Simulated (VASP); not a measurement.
Write the native input for VASP 6.6.1 that does the following.

```yaml
Task: relaxation of cell and atoms
Functional: PBE
Potentials_or_basis: VASP PAW PBE potentials, release 64 (Ti_sv, B)
Cutoff: 600 eV
k_mesh: 12 × 12 × 8
Occupations: gaussian, width 0.1 eV
Spin: no spin polarisation
Dipole_correction: no
Further_INCAR_settings: ALGO = Normal; EDIFF = 1e-06; IBRION = 2; EDIFFG = -0.01; NSW = 100; ISIF = 3
```

The structure of TiB4 lies in POSCAR:

```
TiB4
1.0
    3.0450018828      0.0000000000      0.0000000000
   -1.5225009414      2.6370489851      0.0000000000
    0.0000000000      0.0000000000      5.7756876254
Ti B
1 4
Direct
    0.0000000000      0.0000000000      0.0000000000
    0.6666666667      0.3333333333      0.3005329451
    0.6666666667      0.3333333333      0.6994670549
    0.0000000000      0.0000000000      0.6412472236
    0.0000000000      0.0000000000      0.3587527764
```

The input as run:

INCAR

```
SYSTEM = TiB4
  PREC = Accurate
  ENCUT = 600
  EDIFF = 1E-6
  ISMEAR = 0
  SIGMA = 0.1
  LREAL = .FALSE.
  LASPH = .TRUE.
  NELM = 60
  ALGO = Normal
  ISIF = 3
  LWAVE = .FALSE.
  LCHARG = .FALSE.
  GGA = PE
  IBRION = 2
  NSW = 100
  EDIFFG = -0.01
```

KPOINTS

```
Automatic mesh
0
G
  12 12 8
  0 0 0
```

Potentials or basis: VASP PAW PBE potentials, release 64 (Ti_sv, B).

Run with:

```console
$ cat potpaw_PBE.64/Ti_sv/POTCAR potpaw_PBE.64/B/POTCAR > POTCAR
$ mpirun -np 1 vasp_std > vasp.out
```

Results of the run:

```yaml
Relaxed_volume: 9.26 Å³/atom
Relaxed_cell: a = 3.041 Å, b = 3.041 Å, c = 5.781 Å, α = 90.00°, β = 90.00°, γ = 120.00°
Space_group_after_relaxing_to_0.05_Å: P-6m2 (No. 187)
Energy_gained_by_relaxing: 0.2 meV/atom
Ionic_steps: 7
Pressure_after_relaxing: 0.1 GPa
Largest_force_after_relaxing: 0.003 eV/Å
Band_gap_on_the_k_mesh: zero (band 12 reaches 7.07 eV, above the bottom of band 13 at 5.75 eV)
```

Wall time 8.6 min on 1 thread of AMD EPYC 7R13, with other jobs on the host, peak memory 0.21 GiB.
